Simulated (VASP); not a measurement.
The system is HfIn4SiO6.

```xyz
12
Lattice="5.3316 0.0159 -0.0484 -2.5793 4.8820 -0.0191 -1.5181 -1.2222 9.4552" Properties=species:S:1:pos:R:3 pbc="T T T"
Hf    0.4788   -0.1503    3.7956
In   -2.0281    1.7443    8.2116
In    0.4038    3.1078    3.2589
In    2.0643    1.3901    1.1100
In    2.8549    1.2057    5.2841
Si    2.1961    4.5946    0.2960
O    -0.3796    1.3897    4.6000
O     2.3277    3.2702    4.5516
O     1.3322    1.9300    9.2685
O     4.9498   -0.2322    1.9726
O    -1.2826   -0.1993    9.2428
O     0.5784    4.6309   -0.0414
```

```yaml
Program: VASP 6.6.1
Task: relaxation of cell and atoms
Functional: RPBE
Potentials_or_basis: VASP PAW PBE potentials, release 64 (Hf_pv, In_d, Si, O)
Cutoff: 600 eV
k_mesh: 6 × 6 × 3
Occupations: fermi-dirac, width 0.05 eV
Spin: no spin polarisation
```

At the start: pressure 2.0 GPa; volume 20.49 Å³/atom.

Problem. Where does the relaxation end?

Solution. Over 38 steps the energy falls by 4.8 meV/atom and the volume is 21.45 Å³/atom (+4.7 %); space group P1 (No. 1, to 0.1 Å) before and after.

The path:
```tsv
step	energy change (eV)	largest force (eV/Å)	pressure (GPa)	volume (Å³)
1	0.0000	0.1904	2.00	245.86
2	-0.0148	0.7727	-1.25	255.09
3	-0.0343	0.4252	0.09	251.04
4	-0.0468	0.2865	0.07	253.65
5	-0.0471	0.2298	0.07	253.31
6	-0.0508	0.1126	0.06	254.31
7	-0.0508	0.1130	0.04	254.32
8	-0.0528	0.0763	0.05	254.90
9	-0.0532	0.1912	0.05	255.30
10	-0.0543	0.1226	0.02	255.67
11	-0.0551	0.1037	-0.03	256.53
12	-0.0552	0.0814	-0.03	256.35
13	-0.0555	0.0447	-0.01	256.35
14	-0.0557	0.0691	0.01	256.37
15	-0.0560	0.0461	0.01	256.38
16	-0.0564	0.0284	0.00	256.42
17	-0.0563	0.1262	0.00	256.50
18	-0.0565	0.0597	0.02	256.45
19	-0.0567	0.0318	0.01	256.52
20	-0.0567	0.0336	0.01	256.55
21	-0.0569	0.0288	0.01	256.60
22	-0.0570	0.0341	0.02	256.67
23	-0.0569	0.0669	0.03	256.82
24	-0.0570	0.0436	0.03	256.72
25	-0.0571	0.0250	0.01	256.81
26	-0.0572	0.0303	0.00	256.94
27	-0.0572	0.0219	0.00	256.98
28	-0.0573	0.0186	0.00	257.05
29	-0.0573	0.0464	0.00	257.18
30	-0.0573	0.0256	0.00	257.11
31	-0.0574	0.0180	0.00	257.16
32	-0.0574	0.0140	0.00	257.19
33	-0.0574	0.0333	0.01	257.26
34	-0.0574	0.0154	0.01	257.21
35	-0.0575	0.0138	0.00	257.26
36	-0.0575	0.0370	-0.01	257.36
37	-0.0576	0.0252	-0.01	257.37
38	-0.0576	0.0098	-0.01	257.40
```

Final structure:
```
CELL_PARAMETERS angstrom
5.40068 0.02529 -0.04708
-2.60449 4.96141 -0.02559
-1.53608 -1.25564 9.60812
ATOMIC_POSITIONS crystal
Hf 0.23388 0.06730 0.40087
In 0.14572 0.57609 0.87146
In 0.52380 0.71954 0.35090
In 0.57081 0.31488 0.11914
In 0.88116 0.38737 0.56235
Si 0.88278 0.94853 0.03934
O 0.25857 0.39978 0.48513
O 0.96060 0.79157 0.48626
O 0.83984 0.64296 0.98638
O 0.99701 0.00170 0.21346
O 0.13403 0.20064 0.97997
O 0.57181 0.94965 0.00474
```

Caveat: the PAW data sets were made with another functional, which shifts forces and pressure a little.
